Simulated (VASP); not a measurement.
Here is a VASP 6.6.1 calculation.

INCAR

```
SYSTEM = LiF
ALGO = Normal ; EDIFF = 1E-8
ENCUT = 520 ; GGA = PE
IBRION = 8 ; ISIF = 2
ISMEAR = 0 ; LASPH = .True.
LCHARG = .False. ; LEPSILON = .True.
LREAL = .False. ; LWAVE = .False.
NELM = 80 ; NSW = 1
PREC = Accurate ; SIGMA = 0.01
```

KPOINTS

```
k-points
0
Gamma
  10 10 10
  0 0 0
```

File POSCAR:

```
LiF
1.0
    0.0000000000      2.0337666606      2.0337666606
    2.0337666606      0.0000000000      2.0337666606
    2.0337666606      2.0337666606      0.0000000000
Li F
1 1
Direct
    0.0000000000      0.0000000000      0.0000000000
    0.5000000000      0.5000000000      0.5000000000
```

Potentials or basis: VASP PAW PBE potentials, release 64 (Li_sv, F).

The run is started by

```sh
$ cat potpaw_PBE.64/Li_sv/POTCAR potpaw_PBE.64/F/POTCAR > POTCAR
$ mpirun -np 1 vasp_std > vasp.out
```

Q: Estimate the electronic dielectric tensor (diagonal).

A: 2.05.

Q: Predict the Born charges (mean of the diagonal).

A: Li +1.05; F -1.05 e.

Q: Predict the highest phonon frequency at Γ, LO-TO splitting left out.

A: 272 cm⁻¹.

Born effective charge tensors (e):
atom 1, Li
```
1.05 0.00 0.00
0.00 1.05 0.00
0.00 0.00 1.05
```
atom 2, F
```
-1.05  0.00  0.00
 0.00 -1.05  0.00
 0.00  0.00 -1.05
```
